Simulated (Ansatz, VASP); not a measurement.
HfO2: VASP beside Ansatz

The input INCAR:

```
SYSTEM = HfO2
  PREC = Accurate
  ENCUT = 520
  EDIFF = 1E-6
  ISMEAR = 0
  SIGMA = 0.05
  LREAL = .False.
  LASPH = .True.
  NELM = 60
  ALGO = Normal
  ISIF = 2
  LWAVE = .False.
  LCHARG = .False.
  GGA = PS
  NBANDS = 18
```

Contents of KPOINTS:

```
Automatic mesh
0
Gamma
  8 8 8
  0 0 0
```

POSCAR

```
HfO2
1.0
    0.0000000000      2.4954690324      2.2658858815
    2.4954690324      0.0000000000      2.2658858815
    2.4954690324      2.4954690324      0.0000000000
Hf O
1 2
Direct
    0.0000000000      0.0000000000      0.0000000000
    0.2500000000      0.2500000000      0.2500000000
    0.7500000000      0.7500000000      0.7500000000
```

Input for Ansatz:

```yaml
crystal:
  lattice:
    - [0.0, 2.4954690324, 2.2658858815]
    - [2.4954690324, 0.0, 2.2658858815]
    - [2.4954690324, 2.4954690324, 0.0]
  atoms:
    - { symbol: Hf, position: [0.0, 0.0, 0.0] }
    - { symbol: O, position: [0.25, 0.25, 0.25] }
    - { symbol: O, position: [0.75, 0.75, 0.75] }
basis:
  ecutwfc: 520.0
kpoints:
  mp_grid: { grid: [8, 8, 8] }
hamiltonian:
  xc: pbesol
scf:
  occupations: { method: gaussian, width: 0.05 }
output:
  forces: true
  stress: true
  eigenvalues: true
```

Alike in both runs: task single point; functional PBEsol; k mesh 8 × 8 × 8; occupations gaussian, width 0.05 eV; no spin polarisation.

|  | VASP | Ansatz |
| --- | --- | --- |
| version | VASP 6.6.1 | Ansatz 0.2.0 |
| potentials or method | VASP PAW PBE potentials, release 64 (Hf_pv, O), cutoff 520 eV | scalar-relativistic, plane waves, PAW |
| valence electrons in the cell | 22 | 38 |

```csv
,VASP,Ansatz,Ansatz less VASP
gap on the k mesh at the Fermi level (eV),2.44,2.42,-0.021
least direct gap on the mesh (eV),2.98,2.95,-0.032
```

VASP's potentials were made for PBE, not for PBEsol. VASP's potentials hold 22 valence electrons a cell and Ansatz's 38, so a difference there can come from the potentials and not from the codes.

Spin-orbit coupling is off throughout.
